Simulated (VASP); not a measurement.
Input of a VASP 6.6.1 run:

INCAR

```
PREC = Accurate ; ENCUT = 600
EDIFF = 1E-7 ; ISMEAR = 0
SIGMA = 0.01 ; LREAL = F
LASPH = T ; NELM = 120
ALGO = Normal ; ISIF = 3
LWAVE = F ; LCHARG = F
GGA = PE ; IBRION = 2
NSW = 80 ; EDIFFG = -0.005
PSTRESS = 60.0 ; GGA_COMPAT = F
NELMIN = 4
```

Contents of KPOINTS:

```
Automatic mesh
0
Gamma
  8 8 8
```

POSCAR

```
C
1.0
    2.5220660000      0.0000000000      0.0000000000
    1.2610330000      2.1841732260      0.0000000000
    1.2610330000      0.7280577420      2.0592582659
C
2
Direct
    0.0000000000      0.0000000000      0.0000000000
    0.2500000000      0.2500000000      0.2500000000
```

Potentials or basis: VASP PAW PBE potentials, release 64 (C).

Run with:

```sh
$ cat potpaw_PBE.64/C/POTCAR > POTCAR
$ mpirun -np 1 vasp_std > vasp.out
```

(1) Predict the relaxed cell.

(2) Estimate the relaxed volume.

(3) What does it give for the space group after relaxing (to 0.05 Å)?

(4) Estimate the band gap on the k mesh.

Results:

(1) a = 2.514 Å, b = 2.514 Å, c = 2.514 Å, α = 60.00°, β = 60.00°, γ = 60.00°.

(2) 5.62 Å³/atom.

(3) Fd-3m (No. 227).

(4) 4.15 eV, indirect (least direct gap 5.62 eV).

Caveat: the cell is relaxed towards a set pressure, so the enthalpy falls and the energy may rise.
